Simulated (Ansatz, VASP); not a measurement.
## GaN: VASP beside Ansatz

The input INCAR:

```
PREC = Accurate ; ENCUT = 520
EDIFF = 1E-7 ; ISMEAR = -1
SIGMA = 0.05 ; LREAL = False
LASPH = True ; NELM = 150
ALGO = Normal ; ISIF = 2
LWAVE = False ; LCHARG = False
LNONCOLLINEAR = True ; MAGMOM = 0 0 0 0 0 0
LORBIT = 11 ; LSORBIT = True
GGA_COMPAT = False ; LORBMOM = True
NBANDS = 30
```

The input KPOINTS:

```
regular mesh
0
Gamma
  10 10 10
```

File POSCAR:

```
GaN
1.0
    0.0000000000      2.2074978911      2.2074978911
    2.2074978911      0.0000000000      2.2074978911
    2.2074978911      2.2074978911      0.0000000000
Ga N
1 1
Direct
    0.0000000000      0.0000000000      0.0000000000
    0.2500000000      0.2500000000      0.2500000000
```

input.yaml

```yaml
crystal:
  lattice:
    - [0.0, 2.2074978911, 2.2074978911]
    - [2.2074978911, 0.0, 2.2074978911]
    - [2.2074978911, 2.2074978911, 0.0]
  atoms:
    - { symbol: Ga, position: [0.0, 0.0, 0.0] }
    - { symbol: "N", position: [0.25, 0.25, 0.25] }
hamiltonian:
  xc: lda
  pseudopotentials: { kind: paw_fr }
magnetization:
  noncollinear: true
  spin_orbit: true
kpoints:
  mp_grid: { grid: [10, 10, 10] }
scf:
  occupations: { method: fermi_dirac, width: 0.05 }
output:
  forces: true
  stress: true
  eigenvalues: true
  write_density: true
  write_potential: true
  elf: true
  volumetric_format: npy
```

Alike in both runs: task single point; functional LDA; k mesh 10 × 10 × 10; occupations fermi-dirac, width 0.05 eV; non-collinear spin, spin-orbit coupling.

```csv
,VASP,Ansatz
version,VASP 6.6.1,Ansatz 0.2.0
potentials or method,"VASP PAW LDA potentials, release 64 (Ga_d, N)",Ansatz PAW
plane-wave cutoff (eV),520,420
valence electrons in the cell,18,18
```

|  | VASP | Ansatz | Ansatz less VASP |
| --- | --- | --- | --- |
| pressure (GPa) | 7.1 | 5.8 | -1.23 |
| net moment per atom (μB) | 0.00 | 0.00 | 0.000 |

LDA's correlation is that of Perdew and Zunger in VASP and of Perdew and Wang (1992) in Ansatz.
